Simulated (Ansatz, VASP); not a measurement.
ZnS in VASP and in Ansatz

INCAR

```
PREC = Accurate
ENCUT = 520
EDIFF = 1E-6
ISMEAR = 0
SIGMA = 0.01
LREAL = False
LASPH = True
NELM = 60
ALGO = Normal
ISIF = 2
LWAVE = False
LCHARG = True
GGA = B5
ALDAX = 1.0
AGGAX = 1.0
AGGAC = 1.0
ALDAC = 0.0
LELF = True
LVHAR = True
NBANDS = 26
```

Contents of KPOINTS:

```
regular mesh
0
Gamma
  6 6 4
```

Contents of POSCAR:

```
ZnS
1.0
    3.8110000000      0.0000000000      0.0000000000
   -1.9055000000      3.3004228138      0.0000000000
    0.0000000000      0.0000000000      6.2340000000
Zn S
2 2
Direct
    0.3333333333      0.6666666667      0.0000000000
    0.6666666667      0.3333333333      0.5000000000
    0.3333333333      0.6666666667      0.3850000000
    0.6666666667      0.3333333333      0.8850000000
```

Input for Ansatz:

```yaml
crystal:
  lattice:
    a: 3.811
    b: 3.811
    c: 6.234
    alpha: 90.0
    beta: 90.0
    gamma: 120.0
  space_group: 186
  atoms:
    - { symbol: Zn, position: [0.3333333333333333, 0.6666666666666666, 0.0] }
    - { symbol: S, position: [0.3333333333333333, 0.6666666666666666, 0.385] }
basis:
  ecutwfc: 510.0
kpoints:
  mp_grid:
    grid: [6, 6, 4]
    shift: [0.0, 0.0, 0.0]
hamiltonian:
  xc: blyp
scf:
  occupations:
    method: fixed
output:
  forces: true
  stress: true
```

Alike in both runs: task single point; functional BLYP; k mesh 6 × 6 × 4; no spin polarisation.

|  | VASP | Ansatz |
| --- | --- | --- |
| version | VASP 6.6.1 | Ansatz 0.2.0 |
| potentials or method | VASP PAW PBE potentials, release 64 (Zn, S), cutoff 520 eV | plane waves, PAW |
| occupations | gaussian, width 0.01 eV | fixed |
| valence electrons in the cell | 36 | 36 |

```tsv
	VASP	Ansatz	Ansatz less VASP
pressure (GPa)	6.4	6.2	-0.16
traceless stress, the component that is largest in VASP (GPa)	-1.38	-1.35	+0.025
rms of the force components (eV/Å)	0.199	0.196	-0.0024
```

VASP's potentials were made for PBE, not for BLYP. Atom by atom the forces differ by 0.002 eV/Å (rms over components).
